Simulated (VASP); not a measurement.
BaTiO3: relaxation of cell and atoms with PBE+D3(BJ)

The system is BaTiO3.

```
CELL_PARAMETERS angstrom
3.99980 0.00000 0.00000
0.00000 3.99980 0.00000
0.00000 0.00000 4.01800
ATOMIC_POSITIONS crystal
Ba 0.00000 0.00000 0.00000
Ti 0.50000 0.50000 0.49000
O 0.50000 0.50000 0.01900
O 0.50000 0.00000 0.51700
O 0.00000 0.50000 0.51700
```

* Program: VASP 6.6.1
* Task: relaxation of cell and atoms
* Functional: PBE
* Dispersion: D3(BJ)
* Potentials or basis: VASP PAW PBE potentials, release 64 (Ba_sv, Ti_sv, O)
* Cutoff: 600 eV
* k mesh: 8 × 8 × 8
* Occupations: gaussian, width 0.02 eV
* Spin: no spin polarisation
* Dipole correction: no
* Further INCAR settings: ALGO = Normal; EDIFF = 1e-07; IBRION = 2; EDIFFG = -0.005; NSW = 100; ISIF = 3

The relaxed volume is 13.06 Å³/atom and the relaxed cell is a = 3.985 Å, b = 3.985 Å, c = 4.111 Å, α = 90.00°, β = 90.00°, γ = 90.00°. The space group after relaxing (to 0.1 Å) is P4mm (No. 99). The energy gained by relaxing is 3.1 meV/atom, the ionic steps are 14 and the pressure after relaxing is 0.0 GPa. The band gap on the k mesh is 1.79 eV (least direct gap 2.26 eV) and the dispersion energy per atom is -0.260 eV.

Forces on the atoms (eV/Å):
```
Ba   0.000  0.000  0.000
Ti   0.000  0.000 -0.002
O    0.000  0.000  0.001
O    0.000  0.000  0.001
O    0.000  0.000  0.001
```

Step by step:
```csv
step,energy change (eV),largest force (eV/Å),pressure (GPa),volume (Å³)
1,0.0000,0.2778,0.67,64.28
2,-0.0063,0.1906,-0.34,64.78
3,-0.0075,0.1774,-1.03,65.16
4,-0.0109,0.0973,-0.08,64.94
5,-0.0110,0.0975,0.18,64.89
6,-0.0126,0.0773,0.21,64.92
7,-0.0138,0.0770,0.24,64.97
8,-0.0138,0.1075,0.35,65.06
9,-0.0142,0.0890,0.29,65.02
10,-0.0150,0.0688,-0.17,65.28
11,-0.0151,0.0636,-0.30,65.35
12,-0.0154,0.0612,0.13,65.25
13,-0.0154,0.0517,0.05,65.27
14,-0.0156,0.0023,0.02,65.28
```

Final structure:
```
CELL_PARAMETERS angstrom
3.98472 0.00000 0.00000
0.00000 3.98472 0.00000
0.00000 0.00000 4.11111
ATOMIC_POSITIONS crystal
Ba 0.00000 0.00000 0.99689
Ti 0.50000 0.50000 0.47893
O 0.50000 0.50000 0.03214
O 0.50000 0.00000 0.51752
O 0.00000 0.50000 0.51752
```

Levels at points of the mesh, in eV from the valence-band top:
| k point | band 16 | band 17 | band 18 | band 19 | band 20 | band 21 | band 22 | band 23 | band 24 |
| --- | --- | --- | --- | --- | --- | --- | --- | --- | --- |
| (0.00, 0.00, 0.00) | -1.51 | -1.25 | -0.65 | -0.47 | -0.47 | 1.79 | 2.24 | 2.24 | 4.02 |
| (0.50, 0.00, 0.00) | -1.98 | -1.93 | -1.72 | -1.32 | -1.12 | 2.35 | 3.48 | 3.55 | 4.08 |
| (0.50, 0.50, 0.00) | -2.89 | -1.92 | -1.09 | -1.09 | -0.07 | 3.58 | 3.58 | 3.94 | 4.39 |
| (0.00, 0.00, 0.50) | -2.07 | -2.03 | -1.99 | -0.73 | -0.73 | 1.93 | 3.48 | 3.48 | 4.02 |
| (0.50, 0.00, 0.50) | -2.67 | -1.80 | -1.06 | -1.01 | -0.38 | 3.49 | 3.51 | 3.82 | 4.82 |
| (0.50, 0.50, 0.50) | -2.55 | -2.55 | -0.30 | -0.30 | 0.00 | 4.07 | 4.07 | 4.14 | 6.23 |

Run time: 31 min on 1 thread of Intel Xeon 8259CL, with other jobs on the host, peak memory 0.29 GiB.

Caveat: spin-orbit coupling is left out, which moves the levels of the heavy elements. Zero-point motion and thermal expansion aren't in these numbers.
